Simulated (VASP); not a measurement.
A run of VASP 6.6.1 is set up as follows.

The input INCAR:

```
PREC     = Accurate       # precision mode
ENCUT    = 600            # plane-wave cutoff, eV
EDIFF    = 1E-6           # SCF threshold, eV
ISMEAR   = 0              # smearing method
SIGMA    = 0.1            # smearing width, eV
LREAL    = F              # projectors in reciprocal space
LASPH    = T              # aspherical terms in the spheres
NELM     = 100            # most SCF steps
ALGO     = Normal         # electronic algorithm
ISIF     = 3              # what is computed and relaxed
LWAVE    = F              # write WAVECAR
LCHARG   = F              # write CHGCAR
GGA      = PE             # functional
IBRION   = 2              # ionic algorithm
NSW      = 100            # ionic steps
EDIFFG   = -0.01          # ionic threshold
```

KPOINTS

```
Automatic mesh
0
Gamma
  18 18 6
```

POSCAR

```
Si3Sn
1.0
    3.0536806003      0.0000000000      0.0000000000
   -1.5268403002      2.6445649749      0.0000000000
    0.0000000000      0.0000000000      9.1519830434
Si Sn
3 1
Direct
    0.3333333333      0.6666666667      0.7094535039
    0.3333333333      0.6666666667      0.2905464961
    0.6666666667      0.3333333333      0.5000000000
    0.6666666667      0.3333333333      0.0000000000
```

Potentials or basis: VASP PAW PBE potentials, release 64 (Si, Sn_d).

Launch:

```console
$ cat potpaw_PBE.64/Si/POTCAR potpaw_PBE.64/Sn_d/POTCAR > POTCAR
$ mpirun -np 1 vasp_std > vasp.out
```

(1) What does it give for the band gap on the k mesh?

(2) Estimate the relaxed volume.

(3) Predict the relaxed cell.

## Answers

(1) zero (band 13 reaches 10.45 eV, above the bottom of band 14 at 5.99 eV).

(2) 19.71 Å³/atom.

(3) a = 3.563 Å, b = 3.563 Å, c = 7.172 Å, α = 90.00°, β = 90.00°, γ = 120.00°.

Caveat: spin-orbit coupling is left out, which moves the levels of the heavy elements.
